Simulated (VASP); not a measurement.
# Al in VASP: notebook, part 2 of 2

VASP 6.6.1.

### 3 Single point, PBEsol

The input, INCAR:

```
PREC = Accurate
ENCUT = 520
EDIFF = 1E-6
ISMEAR = 0
SIGMA = 0.05
LREAL = Auto
LASPH = True
NELM = 80
ALGO = Normal
ISIF = 2
LWAVE = False
LCHARG = False
GGA = PS
NBANDS = 48
```

The input, KPOINTS:

```
regular mesh
0
Gamma
  2 3 1
```

The input, POSCAR:

```
Al
1.0
    8.1000000000      0.0000000000      0.0000000000
    0.0000000000      5.7275650000      0.0000000000
    0.0000000000      0.0000000000     16.7275650000
Al
21
Direct
    0.0000000000      0.0000000000      0.0597815600
    0.5000000000      0.0000000000      0.0597815600
    0.0000000000      0.4999999900      0.0597815600
    0.5000000000      0.4999999900      0.0597815600
    0.2500000000      0.2500000000      0.1453822600
    0.7500000000      0.2500000000      0.1453822600
    0.2500000000      0.7499999900      0.1453822600
    0.7500000000      0.7499999900      0.1453822600
   -0.0043875047     -0.0007621232      0.2245413328
    0.5043659005     -0.0006973472      0.2245262073
   -0.0043601725      0.5007925299      0.2245283680
    0.5043864210      0.5008455190      0.2245213772
    0.2499524970      0.2502569011      0.3084949585
    0.7500344423      0.2500310873      0.3147514928
    0.2499882912      0.7502765323      0.3013726710
    0.7500235990      0.7500855433      0.3174547449
    0.0061975655      0.0042824166      0.3867195476
    0.4937458293      0.0040834219      0.3866816207
    0.0061539378      0.4960991255      0.3866915888
    0.4938315259      0.4961566963      0.3866839803
    0.2500809441      0.7500622522      0.4610824824
```

Potentials or basis: VASP PAW PBE potentials, release 64 (Al).

Run with:

```sh
> cat potpaw_PBE.64/Al/POTCAR > POTCAR
> mpirun -np 1 vasp_std > vasp.out
```

OUTCAR:

```text
PREC = Accurate
   ENCUT = 520
   EDIFF = 1E-6
   ISMEAR = 0
   LREAL = Auto
   LASPH = True
   NELM = 80
   ISIF = 2
   GGA = PS

 ion  position               nearest neighbor table
   1  0.000  0.000  0.060-   9 2.76   3 2.86   6 2.86   5 2.86   8 2.86   7 2.86   3 2.86
   2  0.500  0.000  0.060-  10 2.76   4 2.86   6 2.86   5 2.86   8 2.86   7 2.86   4 2.86
   3  0.000  0.500  0.060-  11 2.76   1 2.86   6 2.86   5 2.86   8 2.86   7 2.86   1 2.86
   4  0.500  0.500  0.060-  12 2.76   2 2.86   6 2.86   5 2.86   8 2.86   7 2.86   2 2.86
   5  0.250  0.250  0.145-  13 2.73  10 2.84  11 2.84   9 2.84  12 2.84   7 2.86   3 2.86   4 2.86
                             1 2.86   2 2.86   7 2.86
   6  0.750  0.250  0.145-  10 2.79   9 2.79  12 2.79  11 2.79  14 2.83   8 2.86   3 2.86   4 2.86
[... 433 lines left out ...]
  external PRESSURE =      -6.1129355 kB  Pullay stress =       0.0000000 kB

 VOLUME and BASIS-vectors are now :
 -----------------------------------------------------------------------------
  energy-cutoff  :      520.00
  volume of cell :      776.05
      direct lattice vectors                 reciprocal lattice vectors
     8.100000000  0.000000000  0.000000000     0.123456790  0.000000000  0.000000000
     0.000000000  5.727565000  0.000000000     0.000000000  0.174594265  0.000000000
     0.000000000  0.000000000 16.727565000     0.000000000  0.000000000  0.059781564

 POSITION                                       TOTAL-FORCE (eV/Angst)
 -----------------------------------------------------------------------------------
      0.00000      0.00000      1.00000        -0.020958     -0.056600      0.424563
      4.05000      0.00000      1.00000         0.020945     -0.056088      0.424055
      0.00000      2.86378      1.00000        -0.021119      0.056889      0.424048
      4.05000      2.86378      1.00000         0.021023      0.056288      0.423843
      2.02500      1.43189      2.43189         0.000039     -0.000060     -0.464002
      6.07500      1.43189      2.43189         0.000027      0.000360     -0.415136
[... 13 lines left out ...]
      4.00004      2.84177      6.46828         0.008013      0.000848      0.004960
      2.02566      4.29603      7.71279        -0.003508     -0.000597      0.007837
 -----------------------------------------------------------------------------------
    total drift:                               -0.000060     -0.000584      0.002580

  FREE ENERGIE OF THE ION-ELECTRON SYSTEM (eV)
  ---------------------------------------------------
  free  energy   TOTEN  =       -79.5241378973 eV

  energy  without entropy=      -79.5212425043  energy(sigma->0) =      -79.52269020
```

OSZICAR:

```text
N       E                     dE             d eps       ncg     rms          rms(c)
DAV:   1     0.172606200468E+03    0.17261E+03   -0.19450E+04   384   0.952E+02
DAV:   2    -0.682287481670E+02   -0.24083E+03   -0.22543E+03   464   0.153E+02
DAV:   3    -0.835320895771E+02   -0.15303E+02   -0.14604E+02   504   0.354E+01
[... 12 lines left out ...]
DAV:  16    -0.795238908678E+02   -0.93624E-03   -0.16144E-04   448   0.432E-02    0.132E-02
DAV:  17    -0.795240938658E+02   -0.20300E-03   -0.42696E-05   480   0.224E-02    0.618E-03
DAV:  18    -0.795241354145E+02   -0.41549E-04   -0.96368E-06   384   0.109E-02    0.138E-03
DAV:  19    -0.795241370257E+02   -0.16112E-05   -0.65760E-07   376   0.317E-03    0.753E-04
DAV:  20    -0.795241378973E+02   -0.87164E-06   -0.41461E-07   344   0.222E-03
   1 F= -.79524138E+02 E0= -.79522690E+02  d E =-.289539E-02
```

stdout:

```text
POSCAR found type information on POSCAR Al
 POSCAR found :  1 types and      21 ions
 scaLAPACK will be used
 -----------------------------------------------------------------------------
|                                                                             |
|                                                                             |
|     You enforced a specific xc type in the INCAR file but a different       |
|     I HOPE YOU KNOW WHAT YOU ARE DOING!                                     |
|                                                                             |
 -----------------------------------------------------------------------------

 LDA part: xc-table for (Slater+PW92), standard interpolation
 POSCAR, INCAR and KPOINTS ok, starting setup
 FFT: planning ... GRIDC
 FFT: planning ... GRID_SOFT
 FFT: planning ... GRID
 WAVECAR not read
 entering main loop
```

Run time: 7.2 min. Hardware: 1 thread of Intel Xeon 8259CL, shared host; peak memory 0.69 GiB.

Results:

* Free energy: -79.5241 eV
* Largest force: 0.673 eV/Å
* Band gap on the k mesh: zero (an odd number of electrons rules out a gap without spin polarisation)

Forces on the atoms (eV/Å):
```
Al  -0.021 -0.057  0.425
Al   0.021 -0.056  0.424
Al  -0.021  0.057  0.424
Al   0.021  0.056  0.424
Al   0.000  0.000 -0.464
Al   0.000  0.000 -0.415
Al   0.000  0.000 -0.673
Al   0.000  0.000 -0.169
Al  -0.001  0.001 -0.001
Al   0.002  0.001  0.000
Al  -0.002  0.000 -0.001
Al   0.000 -0.001  0.001
Al   0.003 -0.001 -0.005
Al  -0.004  0.001 -0.005
Al   0.000 -0.002  0.003
Al   0.000  0.000  0.000
Al  -0.006 -0.007  0.006
Al   0.010  0.000  0.006
Al  -0.006  0.007  0.007
Al   0.008  0.001  0.005
Al  -0.004 -0.001  0.008
```

Caveat: the k points lie up to 0.39 Å⁻¹ apart, too coarse for converged energies and pressures of a metal; there is no dipole correction, which matters where the two faces differ; the PAW data sets were made with another functional, which shifts forces and pressure a little.
